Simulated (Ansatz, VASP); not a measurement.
One calculation of BN, two programs

The input INCAR:

```
SYSTEM = BN
PREC     = Accurate       ! precision mode
ENCUT    = 520            ! plane-wave cutoff, eV
EDIFF    = 1E-6           ! SCF threshold, eV
ISMEAR   = 0              ! smearing method
SIGMA    = 0.05           ! smearing width, eV
LREAL    = .False.        ! projectors in reciprocal space
LASPH    = .True.         ! aspherical terms in the spheres
NELM     = 80             ! most SCF steps
ALGO     = Normal         ! electronic algorithm
ISIF     = 2              ! what is computed and relaxed
LWAVE    = .False.        ! write WAVECAR
LCHARG   = .True.         ! write CHGCAR
GGA      = PE             ! functional
LELF     = .True.         ! ELF
LVHAR    = .True.       
NBANDS   = 16             ! bands
```

The input KPOINTS:

```
regular mesh
0
Gamma
  12 12 6
  0 0 0
```

File POSCAR:

```
BN
1.0
    2.5539396017      0.0000000000      0.0000000000
   -1.2769698009      2.2117765748      0.0000000000
    0.0000000000      0.0000000000      4.2268550000
B N
2 2
Direct
    0.6229947227      0.3013632515      0.9997240000
    0.2896613894      0.6346965848      0.4997240000
    0.6666666667      0.3333333333      0.6252760000
    0.3333333333      0.6666666667      0.1252760000
```

Input for Ansatz:

```yaml
crystal:
  lattice:
    - [2.5539396017, 0.0, 0.0]
    - [-1.2769698009, 2.2117765748, 0.0]
    - [0.0, 0.0, 4.226855]
  atoms:
    - { symbol: B, position: [0.6229947227, 0.3013632515, 0.999724] }
    - { symbol: B, position: [0.2896613894, 0.6346965848, 0.499724] }
    - { symbol: "N", position: [0.6666666667, 0.3333333333, 0.625276] }
    - { symbol: "N", position: [0.3333333333, 0.6666666667, 0.125276] }
basis:
  ecutwfc: 520.0
kpoints:
  mp_grid: { grid: [12, 12, 6] }
hamiltonian:
  xc: pbe
scf:
  occupations: { method: gaussian, width: 0.05 }
output:
  forces: true
  stress: true
  eigenvalues: true
```

Change from the starting cell: all B atoms moved -0.100 Å, as atom 1 along Cartesian [1 1 0].

Alike in both runs: task single point; functional PBE; k mesh 12 × 12 × 6; occupations gaussian, width 0.05 eV; no spin polarisation.

```csv
,VASP,Ansatz
version,VASP 6.6.1,Ansatz 0.2.0
potentials or method,"VASP PAW PBE potentials, release 64 (B, N), cutoff 520 eV","scalar-relativistic, plane waves, PAW"
valence electrons in the cell,16,16
```

```tsv
	VASP	Ansatz	Ansatz less VASP
gap on the k mesh at the Fermi level (eV)	4.66	4.67	+0.015
least direct gap on the mesh (eV)	7.57	7.58	+0.006
pressure (GPa)	3.1	2.9	-0.18
traceless stress, the component that is largest in VASP (GPa)	-2.36	-2.34	+0.020
rms of the force components (eV/Å)	1.424	1.419	-0.0049
```

Atom by atom the forces differ by 0.005 eV/Å (rms over components). With one functional, cell and mesh, what is left measures potentials, basis and numerics.
